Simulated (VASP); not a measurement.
The system is SbMo (rocksalt type).

```
CELL_PARAMETERS angstrom
0.00000 2.79881 2.79881
2.79881 0.00000 2.79881
2.79881 2.79881 0.00000
ATOMIC_POSITIONS crystal
Mo 0.00000 0.00000 0.00000
Sb 0.50000 0.50000 0.50000
```

| Property | Result |
| --- | --- |
| Program | VASP 6.6.1 |
| Task | relaxation of cell and atoms |
| Functional | PBE |
| Potentials or basis | VASP PAW PBE potentials, release 64 (Mo_sv, Sb) |
| Cutoff | 600 eV |
| k mesh | 10 × 10 × 10 |
| Occupations | fermi-dirac, width 0.03 eV |
| Spin | no spin polarisation |

At the start: pressure -4.8 GPa; volume 21.92 Å³/atom.

Question: Where does the relaxation end?

Answer: Over 5 steps the energy falls by 14.2 meV/atom and the volume is 21.02 Å³/atom (-4.1 %); space group Fm-3m (No. 225, to 0.1 Å) before and after.

Step by step:
```tsv
step	energy change (eV)	largest force (eV/Å)	pressure (GPa)	volume (Å³)
1	0.0000	0.0000	-4.79	43.85
2	0.0212	0.0000	7.60	39.82
3	-0.0284	0.0000	-0.05	42.04
4	-0.0284	0.0000	0.04	42.01
5	-0.0284	0.0000	-0.03	42.04
```

Final structure:
```cif
data_structure
_symmetry_space_group_name_H-M 'P 1'
_symmetry_Int_Tables_number 1
_cell_length_a 3.9028
_cell_length_b 3.9028
_cell_length_c 3.9028
_cell_angle_alpha 60.000
_cell_angle_beta 60.000
_cell_angle_gamma 60.000
_cell_volume 42.04
loop_
_atom_site_label
_atom_site_type_symbol
_atom_site_fract_x
_atom_site_fract_y
_atom_site_fract_z
_atom_site_occupancy
Mo1 Mo 0.00000 0.00000 0.00000 1
Sb1 Sb 0.50000 0.50000 0.50000 1
```
